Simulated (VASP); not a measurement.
TePb:

```
Pb Te
1.0
     0.00000    3.64149    3.64149
     3.64149    0.00000    3.64149
     3.64149    3.64149    0.00000
Pb Te
1 1
Cartesian
  0.0000 0.0000 0.0000
  1.8207 1.8207 1.8207
```

Base run:

| Item | Value |
| --- | --- |
| Program | VASP 6.6.1 |
| Functional | HSE06 |
| Potentials or basis | VASP PAW PBE potentials, release 64 (Pb_d, Te) |
| Cutoff | 520 eV |
| k mesh | 4 × 4 × 4 |
| Occupations | gaussian, width 0.01 eV |
| Spin | no spin polarisation |

Its results: band gap on the k mesh 0.96 eV (least direct gap 1.62 eV); pressure -0.1 GPa.

Task: The run is repeated on the same cell with these changes: functional from HSE06 to PBE; further incar settings from ALGO = Normal; EDIFF = 1e-06; NBANDS = 17 to ALGO = Normal; EDIFF = 1e-07; NBANDS = 17. What comes out?

Result: Band gap on the k mesh 0.59 eV (least direct gap 1.19 eV); pressure 0.5 GPa.

Caveats: spin-orbit coupling is left out, which moves the levels of the heavy elements; the PAW data sets were made with another functional, which shifts forces and pressure a little (at least some runs).

A k mesh can miss the band edges.
